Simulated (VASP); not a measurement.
A run of VASP 6.6.1:

INCAR

```
ALGO = Normal
EDIFF = 1E-6
EDIFFG = -0.08
ENCUT = 600
GGA = PE
IBRION = 2
ISIF = 3
ISMEAR = 0
LASPH = T
LCHARG = F
LREAL = F
LWAVE = F
NELM = 100
NSW = 36
PREC = Accurate
SIGMA = 0.2
```

Contents of KPOINTS:

```
k-points
0
Gamma
  6 6 6
```

File POSCAR:

```
Zn2O
1.0
    1.8817741500      1.0864428100      3.0325873500
   -1.8817741500      1.0864428100      3.0325873500
    0.0000000000     -2.1728856200      3.0325873500
Zn O
2 1
Direct
    0.2644240900      0.2644240900      0.2644240900
    0.0301185800      0.0301185800      0.0301185800
    0.6424792200      0.6424792200      0.6424792200
```

Potentials or basis: VASP PAW PBE potentials, release 64 (Zn, O).

The run is started by

```sh
$ cat potpaw_PBE.64/Zn/POTCAR potpaw_PBE.64/O/POTCAR > POTCAR
$ mpirun -np 1 vasp_std > vasp.out
```

Hardware: 1 thread of Intel(R) Xeon(R) Platinum 8259CL CPU @ 2.50GHz (Skylake/Cascade Lake), on a shared host.

Question: Estimate the wall time of this run.

Answer: It took 9.3 min on 1 thread of Intel(R) Xeon(R) Platinum 8259CL CPU @ 2.50GHz (Skylake/Cascade Lake) (shared host), peak memory 0.19 GiB. Counts: scf iterations 211, k points 32, ion steps 24.
